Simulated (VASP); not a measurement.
# BN (series) (F-43m) in VASP: a series of runs

BN (series) is run at these levels: PBE; tasks: single point.

Program: VASP 6.6.1. These are calculated values, not measurements. Logs are shortened: lines on timing, memory, paths and dates and some standing lists are left out, and cuts for length are marked.

## Step 1: The cell of the first run

It takes space group F-43m (No. 216, cubic). The conventional cell has a = 3.615 Å, b = 3.615 Å, c = 3.615 Å, α = 90.00°, β = 90.00°, γ = 90.00°. B (site symmetry -43m) has 4 N at 1.57 Å within 2.1 Å. N (site symmetry -43m) has 4 B at 1.57 Å within 2.1 Å.

## Step 2: Single point, PBE

Input file INCAR:

```
PREC = Accurate
ENCUT = 600
EDIFF = 1E-6
ISMEAR = 0
SIGMA = 0.02
LREAL = F
LASPH = T
NELM = 120
ALGO = Normal
ISIF = 2
LWAVE = F
LCHARG = T
GGA = PE
LELF = T
LVHAR = T
NBANDS = 11
GGA_COMPAT = F
```

Input file KPOINTS:

```
regular mesh
0
Gamma
  14 14 14
```

Input file POSCAR:

```
BN
1.0
    0.0000000000      1.8075000000      1.8075000000
    1.8075000000      0.0000000000      1.8075000000
    1.8075000000      1.8075000000      0.0000000000
B N
1 1
Direct
    0.0000000000      0.0000000000      0.0000000000
    0.2500000000      0.2500000000      0.2500000000
```

Potentials or basis: VASP PAW PBE potentials, release 64 (B, N).

Run with:

```console
> cat potpaw_PBE.64/B/POTCAR potpaw_PBE.64/N/POTCAR > POTCAR
> mpirun -np 1 vasp_std > vasp.out
```

OUTCAR:

```text
PREC = Accurate
   ENCUT = 600
   EDIFF = 1E-6
   ISMEAR = 0
   LREAL = F
   LASPH = T
   NELM = 120
   ISIF = 2
   GGA = PE

 ion  position               nearest neighbor table
   1  0.000  0.000  0.000-   2 1.57   2 1.57   2 1.57   2 1.57
   2  0.250  0.250  0.250-   1 1.57   1 1.57   1 1.57   1 1.57

  LATTYP: Found a face centered cubic cell.
 ALAT       =     3.6150000000

  Lattice vectors:

 A1 = (   0.0000000000,   1.8075000000,   1.8075000000)
 A2 = (   1.8075000000,   0.0000000000,   1.8075000000)
 A3 = (   1.8075000000,   1.8075000000,   0.0000000000)

Analysis of symmetry for initial positions (statically):
=====================================================================
 Subroutine PRICEL returns:
 Original cell was already a primitive cell.

 Routine SETGRP: Setting up the symmetry group for a
 face centered cubic supercell.

 Subroutine GETGRP returns: Found 24 space group operations
 (whereof 24 operations were pure point group operations)
 out of a pool of 48 trial point group operations.

The static configuration has the point symmetry T_d .

Analysis of symmetry for dynamics (positions and initial velocities):
=====================================================================
 Subroutine PRICEL returns:
 Original cell was already a primitive cell.

 Routine SETGRP: Setting up the symmetry group for a
 face centered cubic supercell.

 Subroutine GETGRP returns: Found 24 space group operations
 (whereof 24 operations were pure point group operations)
 out of a pool of 48 trial point group operations.

The dynamic configuration has the point symmetry T_d .

 Subroutine INISYM returns: Found 24 space group operations
 (whereof 24 operations are pure point group operations),
 and found     1 'primitive' translations

----------------------------------------------------------------------------------------

                                     Primitive cell

  volume of cell :      11.8104

  direct lattice vectors                    reciprocal lattice vectors
     0.000000000  1.807500000  1.807500000    -0.276625173  0.276625173  0.276625173
     1.807500000  0.000000000  1.807500000     0.276625173 -0.276625173  0.276625173
     1.807500000  1.807500000  0.000000000     0.276625173  0.276625173 -0.276625173

  length of vectors
     2.556191014  2.556191014  2.556191014     0.479128854  0.479128854  0.479128854

  position of ions in fractional coordinates (direct lattice)
     0.000000000  0.000000000  0.000000000
     0.250000000  0.250000000  0.250000000

  ion indices of the primitive-cell ions
   primitive index   ion index
                 1           1
                 2           2

----------------------------------------------------------------------------------------

 KPOINTS: regular mesh

Automatic generation of k-mesh.
 Grid dimensions read from file:
 generate k-points for:   14   14   14

 Generating k-lattice:

  Cartesian coordinates                     Fractional coordinates (reciprocal lattice)
    -0.019758941  0.019758941  0.019758941     0.071428571  0.000000000  0.000000000
     0.019758941 -0.019758941  0.019758941     0.000000000  0.071428571  0.000000000
     0.019758941  0.019758941 -0.019758941     0.000000000  0.000000000  0.071428571

  Length of vectors
     0.034223490  0.034223490  0.034223490

  Shift w.r.t. Gamma in fractional coordinates (k-lattice)
     0.000000000  0.000000000  0.000000000

 Subroutine IBZKPT returns following result:
 ===========================================

 Found    104 irreducible k-points:

 Following reciprocal coordinates:
            Coordinates               Weight
  0.000000  0.000000  0.000000      1.000000
  0.071429  0.000000  0.000000      8.000000
  0.142857  0.000000  0.000000      8.000000
  0.214286  0.000000  0.000000      8.000000
  0.285714  0.000000  0.000000      8.000000
  0.357143  0.000000  0.000000      8.000000
[... 16 lines left out ...]
  0.214286  0.142857  0.000000     24.000000
  0.285714  0.142857  0.000000     24.000000
 [... further k-points ...]
   k-points           NKPTS =    104   k-points in BZ     NKDIM =    104   number of bands    NBANDS=     11
   number of dos      NEDOS =    301   number of ions     NIONS =      2
   total plane-waves  NPLWV =   8000
   dimension x,y,z NGX =    20 NGY =   20 NGZ =   20
   dimension x,y,z NGXF=    40 NGYF=   40 NGZF=   40
   ions per type =               1   1
   NGX,Y,Z   is equivalent  to a cutoff of  13.01, 13.01, 13.01 a.u.
   NGXF,Y,Z  is equivalent  to a cutoff of  26.01, 26.01, 26.01 a.u.
 SYSTEM =  unknown system
   PREC   = accura    normal or accurate (medium, high low for compatibility)
   ISTART =      0    job   : 0-new  1-cont  2-samecut
   ICHARG =      2    charge: 1-file 2-atom 10-const
   ISPIN  =      1    spin polarized calculation?
   LNONCOLLINEAR =      F non collinear calculations
   LSORBIT =      F    spin-orbit coupling
   LASPH  =      T    aspherical Exc in radial PAW
   ENCUT  =  600.0 eV  44.10 Ry    6.64 a.u.   5.11  5.11  5.11*2*pi/ulx,y,z
   NELM   =    120;   NELMIN=  2; NELMDL= -5     # of ELM steps
   EDIFF  = 0.1E-05   stopping-criterion for ELM
   LREAL  =      F    real-space projection
   EDIFFG = 0.1E-04   stopping-criterion for IOM
   NSW    =      0    number of steps for IOM
   IBRION =     -1    ionic relax: 0-MD 1-quasi-New 2-CG
   NFREE  =      0    steps in history (QN), initial steepest desc. (CG)
   ISIF   =      2    stress and relaxation
   ISYM   =      2    0-nonsym 1-usesym 2-fastsym
   POTIM  = 0.5000    time-step for ionic-motion
   TEBEG  =    0.0;   TEEND  =   0.0 temperature during run
   PSTRESS=    0.0 pullay stress
   NELECT =       8.0000    total number of electrons
   NUPDOWN=      -1.0000    fix difference up-down
   EMIN   =  10.00;   EMAX   =-10.00  energy-range for DOS
   EFERMI =   0.00;   METHOD = LEGACY
   ISMEAR =     0;   SIGMA  =   0.02  broadening in eV -4-tet -1-fermi 0-gaus
   EFERMI_NEDOS =   21; number of points for ismear=-14 and -15
   IALGO  =     38    algorithm
   IMIX   =      4    mixing-type and parameters
     AMIX     =   0.40;   BMIX     =  1.00
     AMIX_MAG =   1.60;   BMIX_MAG =  1.00
  volume/ion in A,a.u.               =       5.91        39.85
  Fermi-wavevector in a.u.,A,eV,Ry     =   1.437749  2.716952 28.124920  2.067123
  Thomas-Fermi vector in A             =   2.556793
   LORBIT       =      0    0 simple, 1 ext, 2 COOP (PROOUT), +10 PAW based schemes
   GGA     = PE    functional components
   LHFCALC =     F    Hartree Fock is set to
   AEXX    =    0.0000 exact exchange contribution
   IVDW    =     0    specifies the selected vdW correction
   LEPSILON=     F    determine dielectric tensor
   LRPA    =     F    only Hartree local field effects (RPA)
 non-spin polarized calculation
 Gauss-broadening in eV      SIGMA  =   0.02
  energy-cutoff  :      600.00
  volume of cell :       11.81
 maximum number of plane-waves:       411
   NGX = 11   NGY = 11   NGZ = 11

 number of electron       7.9999999 magnetization

 Free energy of the ion-electron system (eV)
  ---------------------------------------------------
  ext. energy  EPLUGINS =         0.00000000
  ---------------------------------------------------
  free energy    TOTEN  =       -17.45344574 eV

  energy without entropy =      -17.45344574  energy(sigma->0) =      -17.45344574

 E-fermi :   7.6336     XC(G=0): -12.8222

 val. band max:        7.4024843306   @ k =   0.0000   0.0000   0.0000
 cond. band min:      11.8620036762   @ k =   0.5000   0.5000   0.0000
 fundamental gap:      4.4595193456
 Fermi energy:         7.6335504575

 k-point     1 :       0.0000    0.0000    0.0000
  band No.  band energies     occupation
      1     -12.8283      2.00000
      2       7.4025      2.00000
      3       7.4025      2.00000
      4       7.4025      2.00000
      5      16.2223      0.00000
      6      16.2223      0.00000
      7      16.2223      0.00000
      8      17.7525      0.00000
      9      32.1550      0.00000
     10      35.1689      0.00000
     11      35.1689      0.00000

 k-point     2 :       0.0714    0.0000    0.0000
  band No.  band energies     occupation
      1     -12.7039      2.00000
      2       6.7176      2.00000
      3       7.2679      2.00000
      4       7.2679      2.00000
      5      16.3878      0.00000
      6      16.4273      0.00000
      7      16.4273      0.00000
      8      18.1705      0.00000
      9      32.0056      0.00000
     10      33.2626      0.00000
     11      33.2626      0.00000

 k-point     3 :       0.1429    0.0000    0.0000
  band No.  band energies     occupation
      1     -12.3344      2.00000
      2       5.0553      2.00000
      3       6.9230      2.00000
      4       6.9230      2.00000
      5      16.6591      0.00000
      6      16.9368      0.00000
      7      16.9368      0.00000
      8      19.2333      0.00000
      9      31.5767      0.00000
     10      31.7416      0.00000
     11      31.7416      0.00000

 k-point     4 :       0.2143    0.0000    0.0000
  band No.  band energies     occupation
      1     -11.7314      2.00000
      2       2.9920      2.00000
      3       6.4897      2.00000
      4       6.4897      2.00000
      5      16.9223      0.00000
      6      17.5084      0.00000
      7      17.5084      0.00000
      8      20.4366      0.00000
      9      31.0225      0.00000
     10      31.0225      0.00000
     11      31.0588      0.00000
[... 239 lines left out ...]
 k-point    22 :       0.1429    0.1429    0.0000
  band No.  band energies     occupation
      1     -12.1708      2.00000
      2       5.8163      2.00000
      3       6.0224      2.00000
      4       6.0224      2.00000
      5      15.3910      0.00000
      6      18.1491      0.00000
      7      18.1491      0.00000
      8      19.1113      0.00000
      9      27.5218      0.00000
     10      33.5068      0.00000
     11      36.0993      0.00000

 k-point    23 :       0.2143    0.1429    0.0000
  band No.  band energies     occupation
      1     -11.7280      2.00000
      2       4.2756      2.00000
      3       5.4934      2.00000
      4       5.8926      2.00000
      5      15.3253      0.00000
      6      18.7127      0.00000
      7      18.9455      0.00000
      8      19.6918      0.00000
      9      26.6247      0.00000
     10      33.7487      0.00000
     11      35.3079      0.00000

 k-point    24 :       0.2857    0.1429    0.0000
  band No.  band energies     occupation
      1     -11.0633      2.00000
      2       2.3657      2.00000
      3       5.0575      2.00000
      4       5.5440      2.00000
      5      15.6455      0.00000
      6      19.0633      0.00000
      7      19.5530      0.00000
      8      20.2284      0.00000
      9      26.7533      0.00000
     10      33.6790      0.00000
     11      34.8080      0.00000

 [... further k-points ...]
[... 5 lines left out ...]
  --------------------------------------------------------------------------------------
  -------------------------------------------------------------------------------------
  Total        0.2224954      0.2224954      0.2224954     -0.0000000      0.0000000     -0.0000000
  in kB       30.1832993     30.1832993     30.1832993     -0.0000000      0.0000000     -0.0000000
  external PRESSURE =      30.1832993 kB  Pullay stress =       0.0000000 kB

 VOLUME and BASIS-vectors are now :
 -----------------------------------------------------------------------------
  energy-cutoff  :      600.00
  volume of cell :       11.81
      direct lattice vectors                 reciprocal lattice vectors
     0.000000000  1.807500000  1.807500000    -0.276625173  0.276625173  0.276625173
     1.807500000  0.000000000  1.807500000     0.276625173 -0.276625173  0.276625173
     1.807500000  1.807500000  0.000000000     0.276625173  0.276625173 -0.276625173

 POSITION                                       TOTAL-FORCE (eV/Angst)
 -----------------------------------------------------------------------------------
      0.00000      0.00000      0.00000        -0.000000     -0.000000     -0.000000
      0.90375      0.90375      0.90375         0.000000      0.000000      0.000000
 -----------------------------------------------------------------------------------
    total drift:                                0.000000      0.000000      0.000000

  FREE ENERGIE OF THE ION-ELECTRON SYSTEM (eV)
  ---------------------------------------------------
  free  energy   TOTEN  =       -17.4534457366 eV

  energy  without entropy=      -17.4534457366  energy(sigma->0) =      -17.45344574
```

Run time: 20 s. Hardware: 1 thread of Intel Xeon 8259CL, shared host; peak memory 0.13 GiB.

Results:

```yaml
Free_energy: -17.4534 eV
Pressure: 3.0 GPa
Band_gap_on_the_k_mesh: 4.46 eV, indirect (least direct gap 8.82 eV)
```

Levels at points of the mesh, in eV from the valence-band top:
```csv
k point,band 1,band 2,band 3,band 4,band 5,band 6,band 7,band 8,band 9
"(0.00, 0.00, 0.00)",-20.23,0.00,0.00,0.00,8.82,8.82,8.82,10.35,24.75
"(0.50, 0.00, 0.00)",-16.01,-10.69,-1.94,-1.94,10.15,10.71,10.71,15.26,23.46
"(0.50, 0.50, 0.00)",-14.65,-8.92,-4.90,-4.90,4.46,9.23,17.92,17.92,20.78
```

## Step 3: Single point, PBE

Input file INCAR:

```
SYSTEM = BN
PREC = Accurate ; ENCUT = 600
EDIFF = 1E-6 ; ISMEAR = 0
SIGMA = 0.02 ; LREAL = .FALSE.
LASPH = .TRUE. ; NELM = 120
ALGO = Normal ; ISIF = 2
LWAVE = .FALSE. ; LCHARG = .FALSE.
GGA = PE ; NBANDS = 11
GGA_COMPAT = .FALSE.
```

Input file KPOINTS:

```
Automatic mesh
0
G
  18 18 18
  0 0 0
```

POSCAR is that of step 2.

Potentials or basis: VASP PAW PBE potentials, release 64 (B, N).

Run with:

```console
> cat potpaw_PBE.64/B/POTCAR potpaw_PBE.64/N/POTCAR > POTCAR
> mpirun -np 1 vasp_std > vasp.out
```

Wall time 35 s (1 thread of Intel Xeon 8259CL, shared host); peak memory 0.14 GiB.

The run converged. Its results:

- Free energy: -17.4534 eV
- Pressure: 3.0 GPa
- Band gap on the k mesh: 4.46 eV, indirect (least direct gap 8.82 eV)

Levels at points of the mesh, in eV from the valence-band top:
```tsv
k point	band 2	band 3	band 4	band 5	band 6	band 7
(0.00, 0.00, 0.00)	0.00	0.00	0.00	8.82	8.82	8.82
(0.50, 0.00, 0.00)	-10.69	-1.94	-1.94	10.15	10.71	10.71
(0.50, 0.50, 0.00)	-8.92	-4.90	-4.90	4.46	9.23	17.92
```
